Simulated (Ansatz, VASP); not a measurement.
## KCl in VASP and in Ansatz

```
K Cl
1.0
     0.00000    3.16659    3.16659
     3.16659    0.00000    3.16659
     3.16659    3.16659    0.00000
K Cl
1 1
Direct
  0.00000 0.00000 0.00000
  0.50000 0.50000 0.50000
```

Change from the starting cell: volume scaled by 1.01.

Alike in both runs: task single point; functional LDA; k mesh 7 × 7 × 7; occupations fermi-dirac, width 0.03 eV; no spin polarisation.

|  | VASP | Ansatz |
| --- | --- | --- |
| version | VASP 6.6.1 | Ansatz 0.2.0 |
| potentials or method | VASP PAW LDA potentials, release 64 (K_sv, Cl), cutoff 520 eV | all-electron LAPW, scalar-relativistic |

```csv
,VASP,Ansatz,Ansatz less VASP
gap on the k mesh at the Fermi level (eV),4.69,4.68,-0.003
pressure (GPa),-2.2,-2.2,-0.03
```

LDA's correlation is that of Perdew and Zunger in VASP and of Perdew and Wang (1992) in Ansatz. Ansatz ran all-electron here, and VASP with PAW potentials.
